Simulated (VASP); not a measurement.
Wanted: the native input for a VASP 6.6.1 run.

* Task: single point
* Functional: r2SCAN
* Potentials or basis: VASP PAW PBE potentials, release 64 (Ti_sv, C_h)
* Cutoff: 1430 eV
* k mesh: 16 × 16 × 16
* Occupations: gaussian, width 0.1 eV
* Spin: no spin polarisation
* Dipole correction: no
* Further INCAR settings: ALGO = Normal; EDIFF = 1e-06; NBANDS = 15

Crystal: TiC.

```
Ti C
1.0
     0.00000    2.14668    2.14668
     2.14668    0.00000    2.14668
     2.14668    2.14668    0.00000
Ti C
1 1
Cartesian
  0.0000 0.0000 0.0000
  2.1467 2.1467 2.1467
```

The input as run:

POSCAR

```
TiC
1.0
    0.0000000000      2.1466778518      2.1466778518
    2.1466778518      0.0000000000      2.1466778518
    2.1466778518      2.1466778518      0.0000000000
Ti C
1 1
Direct
    0.0000000000      0.0000000000      0.0000000000
    0.5000000000      0.5000000000      0.5000000000
```

INCAR.step1

```
PREC = Accurate
ENCUT = 1430
ISMEAR = 0
SIGMA = 0.1
LREAL = F
LASPH = T
NELM = 120
NBANDS = 15
GGA = PE
ALGO = Normal
EDIFF = 1E-5
LWAVE = T
LCHARG = F
GGA_COMPAT = F
```

INCAR.step2

```
PREC = Accurate
ENCUT = 1430
EDIFF = 1E-6
ISMEAR = 0
SIGMA = 0.1
LREAL = F
LASPH = T
NELM = 120
ALGO = Normal
ISIF = 2
LWAVE = F
LCHARG = F
METAGGA = R2SCAN
LMIXTAU = T
NBANDS = 15
ISTART = 1
GGA_COMPAT = F
```

KPOINTS

```
Automatic mesh
0
Gamma
  16 16 16
```

Potentials or basis: VASP PAW PBE potentials, release 64 (Ti_sv, C_h).

Launch:

```bash
$ cat potpaw_PBE.64/Ti_sv/POTCAR potpaw_PBE.64/C_h/POTCAR > POTCAR
$ cp INCAR.step1 INCAR
$ mpirun -np 1 vasp_std > vasp.out
$ cp INCAR.step2 INCAR
$ mpirun -np 1 vasp_std > vasp.out
```

Results of the run:

| Quantity | Value |
| --- | --- |
| Pressure | 7.6 GPa |
| Band gap on the k mesh | zero (bands 8 and 9 overlap by 1.34 eV) |

Caveat: the cell stands under pressure; the PAW data sets were made with another functional, which shifts forces and pressure a little.

It took 13 min on 1 thread of AMD EPYC 7R13 Processor (Zen 3), with other jobs on the host, peak memory 0.39 GiB.
